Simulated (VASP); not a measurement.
Input of a VASP 6.6.1 run:

The input INCAR:

```
SYSTEM = PbO2
PREC = Accurate ; ENCUT = 600
EDIFF = 1E-6 ; ISMEAR = -1
SIGMA = 0.05 ; LREAL = .FALSE.
LASPH = .TRUE. ; NELM = 80
ALGO = Normal ; ISIF = 3
LWAVE = .FALSE. ; LCHARG = .FALSE.
GGA = RE ; IBRION = 2
NSW = 60 ; EDIFFG = -0.01
```

KPOINTS

```
Automatic mesh
0
G
  9 9 9
  0 0 0
```

Contents of POSCAR:

```
PbO2
1.0
    0.0000000000      2.7019920000      2.7019920000
    2.7019920000      0.0000000000      2.7019920000
    2.7019920000      2.7019920000      0.0000000000
Pb O
1 2
Direct
    0.0000000000      0.0000000000      0.0000000000
    0.7500000000      0.7500000000      0.7500000000
    0.2500000000      0.2500000000      0.2500000000
```

Potentials or basis: VASP PAW PBE potentials, release 64 (Pb_d, O).

Run with:

```sh
$ cat potpaw_PBE.64/Pb_d/POTCAR potpaw_PBE.64/O/POTCAR > POTCAR
$ mpirun -np 1 vasp_std > vasp.out
```

**Question.** Predict the space group after relaxing (to 0.05 Å).

**Answer.** Fm-3m (No. 225).

**Question.** What does it give for the relaxed cell?

**Answer.** a = 3.853 Å, b = 3.853 Å, c = 3.853 Å, α = 60.00°, β = 60.00°, γ = 60.00°.

Step by step:
```
step  energy change (eV)  largest force (eV/Å)  pressure (GPa)  volume (Å³)
   1              0.0000                0.0000            3.26        39.45
   2             -0.0070                0.0000           -1.61        41.00
   3             -0.0098                0.0000            0.01        40.45
```

Caveat: the PAW data sets were made with another functional, which shifts forces and pressure a little.
